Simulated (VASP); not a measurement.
# H8C35 in VASP: single point with PBE+D3(BJ)

Aim: the single point of H8C35 with PBE+D3(BJ).

Everything below comes from runs of VASP 6.6.1. Logs are shortened: lines on timing, memory, paths and dates and some standing lists are left out, and cuts for length are marked.

**1. The cell of the first run**

The cell holds a slab with vacuum, 43 atoms: a = 9.860 Å, b = 9.860 Å, c = 22.315 Å, α = 90.00°, β = 90.00°, γ = 120.00°.

**2. Single point, PBE+D3(BJ)**

INCAR

```
SYSTEM = H8C35
ALGO = Normal
DIPOL = 0.5 0.5 0.413
EDIFF = 1E-7
ENCUT = 520
GGA = PE
IDIPOL = 3
ISIF = 2
ISMEAR = 0
IVDW = 12
LASPH = .True.
LCHARG = .False.
LDIPOL = .True.
LREAL = Auto
LWAVE = .False.
NBANDS = 101
NELM = 60
PREC = Accurate
SIGMA = 0.05
```

KPOINTS

```
k-points
0
Gamma
  2 2 1
  0 0 0
```

POSCAR

```
H8C35
1.0
    9.8601980332      0.0000000000      0.0000000000
   -4.9300990166      8.5391819831      0.0000000000
    0.0000000000      0.0000000000     22.3149100064
C H
35 8
Direct
    0.4166666667      0.3333333333      0.3585046948
    0.4166696624      0.5833410102      0.3582170974
    0.4166622949      0.8333407703      0.3577688547
    0.4166612100      0.0833322248      0.3578012292
    0.6666773030      0.3333508042      0.3582459199
    0.6666917264      0.5833555928      0.3580112724
    0.6666787233      0.8333410295      0.3577855498
    0.6666706247      0.0833427424      0.3579967632
    0.9166707161      0.3333514784      0.3579975327
    0.9166838799      0.5833717432      0.3574943436
    0.9166700400      0.8333379530      0.3567033854
    0.9166698285      0.0833341498      0.3575692089
    0.1666652440      0.3333413099      0.3580917901
    0.1666630408      0.5833575232      0.3577831821
    0.1666652125      0.8333394174      0.3567309403
    0.1666585013      0.0833221210      0.3571149715
    0.3333273966      0.1666600288      0.3578801718
    0.3333322871      0.4166713829      0.3583814420
    0.3333314592      0.6666775770      0.3579234988
    0.3333040861      0.9166579502      0.3573631544
    0.5833349260      0.1666761689      0.3581177865
    0.5833451409      0.4166821932      0.3584272402
    0.5833449091      0.6666773677      0.3580424358
    0.5833362694      0.9166727973      0.3579259199
    0.8333397043      0.1666768678      0.3579334385
    0.8333504971      0.4167043688      0.3579834049
    0.8333588557      0.6667048424      0.3573193999
    0.8333533206      0.9166587746      0.3572920636
    0.0833323459      0.1666683813      0.3575916941
    0.0833350864      0.4166845036      0.3580203499
    0.0833426158      0.6667048687      0.3572456886
    0.0833251196      0.9166548264      0.3563897654
    0.0427641740      0.8419937528      0.5151206372
    0.0953406286      0.9390283358      0.5725847266
    0.0411600257      0.8386032574      0.6292286242
    0.0831840971      0.9169415512      0.4752442182
    0.0891276362      0.7612517175      0.5124891838
   -0.0856484576      0.7709622203      0.5125709994
    0.0506674205      1.0214924850      0.5728179444
    0.2239600052      1.0118563823      0.5727504335
    0.0800447595      0.9104196050      0.6700497742
   -0.0873149077      0.7673659683      0.6308193688
    0.0873947033      0.7576719794      0.6307605379
```

Potentials or basis: VASP PAW PBE potentials, release 64 (C, H).

The run is started by

```console
cat potpaw_PBE.64/C/POTCAR potpaw_PBE.64/H/POTCAR > POTCAR
mpirun -np 1 vasp_std > vasp.out
```

OUTCAR:

```text
SYSTEM = H8C35
   EDIFF = 1E-7
   ENCUT = 520
   GGA = PE
   ISIF = 2
   ISMEAR = 0
   IVDW = 12
   LASPH = .True.
   LREAL = Auto
   NELM = 60
   PREC = Accurate
 IVDW          = 12

 ion  position               nearest neighbor table
   1  0.417  0.333  0.359-  18 1.42  22 1.42  17 1.42
   2  0.417  0.583  0.358-  18 1.42  23 1.42  19 1.42
   3  0.417  0.833  0.358-  19 1.42  24 1.42  20 1.42
   4  0.417  0.083  0.358-  17 1.42  21 1.42  20 1.42
   5  0.667  0.333  0.358-  22 1.42  26 1.42  21 1.42
   6  0.667  0.583  0.358-  23 1.42  27 1.42  22 1.42
[... 24 lines left out ...]
  31  0.083  0.667  0.357-  15 1.42  10 1.42  14 1.42
  32  0.083  0.917  0.356-  11 1.42  15 1.42  16 1.42
  33  0.043  0.842  0.515-  36 1.10  38 1.10  37 1.10  34 1.53
  34  0.095  0.939  0.573-  40 1.10  39 1.10  33 1.53  35 1.53
  35  0.041  0.839  0.629-  41 1.10  42 1.10  43 1.10  34 1.53
  36  0.083  0.917  0.475-  33 1.10
  37  0.089  0.761  0.512-  33 1.10
  38  0.914  0.771  0.513-  33 1.10
  39  0.051  0.021  0.573-  34 1.10
  40  0.224  0.012  0.573-  34 1.10
  41  0.080  0.910  0.670-  35 1.10
  42  0.913  0.767  0.631-  35 1.10
  43  0.087  0.758  0.631-  35 1.10

  LATTYP: Found a hexagonal cell.
 ALAT       =     9.8601980332
 C/A-ratio  =     2.2631300032

  Lattice vectors:

 A1 = (   9.8601980332,   0.0000000000,   0.0000000000)
 A2 = (  -4.9300990166,   8.5391819831,   0.0000000000)
 A3 = (   0.0000000000,   0.0000000000,  22.3149100064)

Analysis of symmetry for initial positions (statically):
=====================================================================
 Subroutine PRICEL returns:
 Original cell was already a primitive cell.

 Routine SETGRP: Setting up the symmetry group for a
 hexagonal supercell.

 Subroutine GETGRP returns: Found  1 space group operations
 (whereof  1 operations were pure point group operations)
 out of a pool of 24 trial point group operations.

The static configuration has the point symmetry C_1 .

Analysis of symmetry for dynamics (positions and initial velocities):
=====================================================================
 Subroutine PRICEL returns:
 Original cell was already a primitive cell.

 Routine SETGRP: Setting up the symmetry group for a
 hexagonal supercell.

 Subroutine GETGRP returns: Found  1 space group operations
 (whereof  1 operations were pure point group operations)
 out of a pool of 24 trial point group operations.

The dynamic configuration has the point symmetry C_1 .
[... 172 lines left out ...]
   NUPDOWN=      -1.0000    fix difference up-down
   EMIN   =  10.00;   EMAX   =-10.00  energy-range for DOS
   EFERMI =   0.00;   METHOD = LEGACY
   ISMEAR =     0;   SIGMA  =   0.05  broadening in eV -4-tet -1-fermi 0-gaus
   EFERMI_NEDOS =   21; number of points for ismear=-14 and -15
   IALGO  =     38    algorithm
   IMIX   =      4    mixing-type and parameters
     AMIX     =   0.40;   BMIX     =  1.00
     AMIX_MAG =   1.60;   BMIX_MAG =  1.00
  volume/ion in A,a.u.               =      43.69       294.87
  Fermi-wavevector in a.u.,A,eV,Ry     =   0.701773  1.326158  6.700662  0.492485
  Thomas-Fermi vector in A             =   1.786291
   LORBIT       =      0    0 simple, 1 ext, 2 COOP (PROOUT), +10 PAW based schemes
   GGA     = PE    functional components
   LHFCALC =     F    Hartree Fock is set to
   AEXX    =    0.0000 exact exchange contribution
   IVDW    =    12    specifies the selected vdW correction
   LEPSILON=     F    determine dielectric tensor
   LRPA    =     F    only Hartree local field effects (RPA)
 non-spin polarized calculation
 Gauss-broadening in eV      SIGMA  =   0.05
  energy-cutoff  :      520.00
  volume of cell :     1878.87
 maximum number of plane-waves:     50610
 NGX is ok and might be reduce to    80
   NGX = 37   NGY = 37   NGZ = 83

 dipolmoment           0.000000      0.000000     -0.000145 electrons x Angstroem

 number of electron     147.9999991 magnetization

 dipolmoment           0.000000      0.000000      0.009585 electrons x Angstroem

 Free energy of the ion-electron system (eV)
  ---------------------------------------------------
  ext. energy  EPLUGINS =         0.00000000
  ---------------------------------------------------
  free energy    TOTEN  =      -352.25014171 eV

  energy without entropy =     -352.25014171  energy(sigma->0) =     -352.25014171

 E-fermi :  -3.4842     XC(G=0):  -2.4596

 val. band max:       -3.7460582669   @ k =   0.5000   0.5000   0.0000
 cond. band min:      -1.7793594736   @ k =   0.0000   0.5000   0.0000
 fundamental gap:      1.9666987933
 Fermi energy:        -3.4841889275

 k-point     1 :       0.0000    0.0000    0.0000
  band No.  band energies     occupation
      1     -22.2552      2.00000
      2     -20.7916      2.00000
      3     -20.7893      2.00000
      4     -20.7891      2.00000
      5     -20.7886      2.00000
      6     -20.7878      2.00000
[... 345 lines left out ...]
     85       1.3974      0.00000
     86       1.5245      0.00000
 [bands above 86 left out]

------------------------ aborting loop because EDIFF is reached ----------------------------------------

 vacuum level on the upper side and lower side of the slab       (xc-potential included)        -0.044        -0.067

 Edisp (eV)   -3.17074

 E8    (eV) :    -0.9651

  FORCE on cell =-STRESS in cart. coord.  units (eV):
  Direction    XX          YY          ZZ          XY          YZ          ZX
  --------------------------------------------------------------------------------------
  -------------------------------------------------------------------------------------
  Total       1.60501     1.55732    -0.17048    -0.00486    -0.02763     0.00120
  in kB       1.36865     1.32798    -0.14537    -0.00414    -0.02356     0.00102
  external pressure =        0.85 kB  Pullay stress =        0.00 kB

 VOLUME and BASIS-vectors are now :
 -----------------------------------------------------------------------------
  energy-cutoff  :      520.00
  volume of cell :     1878.87
      direct lattice vectors                 reciprocal lattice vectors
     9.860198033  0.000000000  0.000000000     0.101417841  0.058553618  0.000000000
    -4.930099017  8.539181983  0.000000000     0.000000000  0.117107236  0.000000000
     0.000000000  0.000000000 22.314910006     0.000000000  0.000000000  0.044813087

 POSITION                                       TOTAL-FORCE (eV/Angst)
 -----------------------------------------------------------------------------------
      2.46505      2.84639      8.00000        -0.000358      0.000568     -0.031947
      1.23252      4.98126      7.99358        -0.000604      0.001292      0.007748
     -0.00008      7.11605      7.98358        -0.001591      0.001091      0.002257
      3.69753      0.71159      7.98430        -0.000635     -0.000765      0.000986
      4.93012      2.84654      7.99423        -0.000134     -0.002435      0.000021
      3.69771      4.98138      7.98899         0.001914     -0.000966      0.004872
[... 35 lines left out ...]
      5.21607      6.55268     14.07668        -0.018945     -0.012482     -0.001714
     -2.87367      6.46990     14.07536         0.017149     -0.014215     -0.001775
 -----------------------------------------------------------------------------------
    total drift:                                0.011132     -0.019652      0.111530

  FREE ENERGIE OF THE ION-ELECTRON SYSTEM (eV)
  ---------------------------------------------------
  free  energy   TOTEN  =      -355.4208859538 eV

  energy  without entropy=     -355.4208859538  energy(sigma->0) =     -355.42088595

 vacuum level on the upper side and lower side of the slab         1.493         1.472
```

OSZICAR:

```text
N       E                     dE             d eps       ncg     rms          rms(c)
DAV:   1     0.133691147262E+04    0.13369E+04   -0.53028E+04   888   0.108E+03
DAV:   2    -0.957401909042E+02   -0.14327E+04   -0.13465E+04  1200   0.255E+02
DAV:   3    -0.369317350630E+03   -0.27358E+03   -0.27271E+03  1019   0.118E+02
[... 22 lines left out ...]
DAV:  26    -0.352250140558E+03   -0.12956E-05    0.43580E-08   542   0.344E-04    0.620E-05
DAV:  27    -0.352250141195E+03   -0.63658E-06    0.51446E-08   537   0.230E-04    0.652E-05
DAV:  28    -0.352250141492E+03   -0.29688E-06    0.64333E-08   537   0.137E-04    0.235E-05
DAV:  29    -0.352250141655E+03   -0.16337E-06    0.66958E-08   536   0.946E-05    0.282E-05
DAV:  30    -0.352250141709E+03   -0.54086E-07    0.69106E-08   524   0.603E-05
   1 F= -.35542089E+03 E0= -.35542089E+03  d E =-.407336E-13
```

Wall time 1.6 h (1 thread of Oxide Virtual Turin-like, shared host); peak memory 1.9 GiB.

What came out:

```
Free energy                : -355.4209 eV
Largest force              : 0.032 eV/Å
Band gap on the k mesh     : 1.97 eV
Dispersion energy per atom : -0.074 eV
```

Forces in eV/Å, atoms in the order of the input:
```
C    0.000  0.001 -0.032
C   -0.001  0.001  0.008
C   -0.002  0.001  0.002
C   -0.001 -0.001  0.001
C    0.000 -0.002  0.000
C    0.002 -0.001  0.005
C    0.001  0.001  0.001
C    0.000  0.001  0.000
C    0.000  0.001  0.002
C    0.000 -0.006  0.004
C   -0.001  0.001  0.003
C    0.000  0.000 -0.003
C    0.000 -0.001  0.001
C   -0.002  0.002  0.004
C    0.000  0.001  0.001
C    0.001 -0.002  0.007
C   -0.002  0.002 -0.001
C    0.001 -0.003 -0.007
C    0.002  0.000 -0.003
C    0.000  0.001  0.007
C    0.000  0.000  0.005
C   -0.001 -0.003 -0.005
C   -0.001  0.000  0.002
C    0.000  0.001 -0.002
C    0.000 -0.001  0.003
C    0.001 -0.001  0.004
C   -0.001  0.000  0.006
C    0.000  0.000  0.005
C    0.000  0.001  0.003
C    0.000  0.001  0.000
C    0.000  0.000  0.000
C    0.000  0.004 -0.007
C    0.004  0.005 -0.004
C   -0.003 -0.006  0.006
C    0.006  0.001 -0.011
H    0.000  0.017 -0.025
H    0.017 -0.011  0.002
H   -0.018 -0.009  0.002
H   -0.016  0.010  0.004
H    0.017  0.009  0.004
H    0.000  0.012  0.013
H   -0.019 -0.012 -0.002
H    0.017 -0.014 -0.002
```
